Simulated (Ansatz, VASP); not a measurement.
One calculation of GaP, two programs

```
Ga P
1.0
     3.89267    0.00000    0.00000
     0.00000    5.50507    0.00000
     0.00000    0.00000   26.67802
Ga P
7 7
Cartesian
  1.9463 3.0636 7.9191
  0.0000 -0.0911 9.3718
  1.9463 2.6834 11.4113
  0.0000 -0.0826 13.3390
  1.9463 2.6836 15.2667
  0.0000 -0.0909 17.3060
  1.9463 3.0640 18.7590
  0.0000 4.2092 7.2969
  1.9463 1.2871 9.4584
  0.0000 4.0677 11.3749
  1.9463 1.2953 13.3391
  0.0000 4.0679 15.3032
  1.9463 1.2874 17.2198
  0.0000 4.2097 19.3810
```

Alike in both runs: functional PBE; k mesh 7 × 5 × 1; occupations gaussian, width 0.05 eV; no spin polarisation.

Ansatz relaxed the structure, and its values are those at the end. VASP's run is a single point on that final structure, the one shown.

|  | VASP | Ansatz |
| --- | --- | --- |
| version | VASP 6.6.1 | Ansatz 0.2.0 |
| potentials or method | VASP PAW PBE potentials, release 64 (Ga_d, P), cutoff 520 eV | scalar-relativistic, plane waves, PAW |
| valence electrons in the cell | 126 | 126 |

```csv
,VASP,Ansatz,Ansatz less VASP
gap on the k mesh at the Fermi level (eV),1.17,1.17,+0.002
least direct gap on the mesh (eV),1.68,1.68,0.000
rms of the force components (eV/Å),0.008,0.008,-0.0001
```

Ansatz's warnings: xc potential rough in thin density.
